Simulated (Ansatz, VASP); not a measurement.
NaI: VASP beside Ansatz

```xyz
2
Lattice="0.0000 3.2849 3.2364 3.2849 0.0000 3.2364 3.2849 3.2849 0.0000" Properties=species:S:1:pos:R:3 pbc="T T T"
Na    0.0000    0.0000    0.0000
I     3.2849    3.2849    3.2364
```

Change from the starting cell: strain +0.015 along x and y, +0.000 along z, atoms carried along.

Alike in both runs: task single point; functional PBEsol; k mesh 6 × 6 × 6; occupations gaussian, width 0.05 eV; no spin polarisation.

|  | VASP | Ansatz |
| --- | --- | --- |
| version | VASP 6.6.1 | Ansatz 0.2.0 |
| potentials or method | VASP PAW PBE potentials, release 64 (Na_pv, I), cutoff 520 eV | scalar-relativistic, plane waves, PAW |
| valence electrons in the cell | 14 | 26 |

```csv
,VASP,Ansatz,Ansatz less VASP
gap on the k mesh at the Fermi level (eV),3.43,3.43,+0.004
least direct gap on the mesh (eV),3.43,3.43,+0.004
pressure (GPa),-0.9,-0.9,-0.03
"traceless stress, the component that is largest in VASP (GPa)",0.20,0.20,-0.002
```

VASP's potentials were made for PBE, not for PBEsol. VASP's potentials hold 14 valence electrons a cell and Ansatz's 26, so a difference there can come from the potentials and not from the codes.

Spin-orbit coupling is off throughout.
